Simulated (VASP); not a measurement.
Wanted: the native input for a VASP 6.6.1 run.

```yaml
Task: single point
Functional: PBE
Dispersion: D3(BJ)
Potentials_or_basis: VASP PAW PBE potentials, release 64 (In_d, P)
Cutoff: 500 eV
k_mesh: 7 × 7 × 7
Occupations: gaussian, width 0.01 eV
Spin: no spin polarisation
Dipole_correction: no
Further_INCAR_settings: ALGO = Normal; EDIFF = 1e-06; NBANDS = 16
```

The structure of InP lies in POSCAR:

```
InP
1.0
    0.0000000000      2.9547201066      2.9547201066
    2.9547201066      0.0000000000      2.9547201066
    2.9547201066      2.9547201066      0.0000000000
In P
1 1
Direct
    0.0000000000      0.0000000000      0.0000000000
    0.2500000000      0.2500000000      0.2500000000
```

The input as run:

INCAR

```
PREC     = Accurate       # precision mode
ENCUT    = 500            # plane-wave cutoff, eV
EDIFF    = 1E-6           # SCF threshold, eV
ISMEAR   = 0              # smearing method
SIGMA    = 0.01           # smearing width, eV
LREAL    = F              # projectors in reciprocal space
LASPH    = T              # aspherical terms in the spheres
NELM     = 120            # most SCF steps
ALGO     = Normal         # electronic algorithm
ISIF     = 2              # what is computed and relaxed
LWAVE    = F              # write WAVECAR
LCHARG   = F              # write CHGCAR
GGA      = PE             # functional
IVDW     = 12             # dispersion correction
NBANDS   = 16             # bands
GGA_COMPAT= F
```

KPOINTS

```
Automatic mesh
0
Gamma
  7 7 7
```

Potentials or basis: VASP PAW PBE potentials, release 64 (In_d, P).

Command:

```console
$ cat potpaw_PBE.64/In_d/POTCAR potpaw_PBE.64/P/POTCAR > POTCAR
$ mpirun -np 1 vasp_std > vasp.out
```

It gave:

* Pressure: -0.6 GPa
* Band gap on the k mesh: 0.58 eV, direct
* Dispersion energy per atom: -0.305 eV

Caveat: three body term missing; spin-orbit coupling is left out, which moves the levels of the heavy elements.

Wall time 30 s on 1 thread of AMD EPYC 7R43 64-Core Processor (Zen 3) (shared host), peak memory 0.14 GiB.
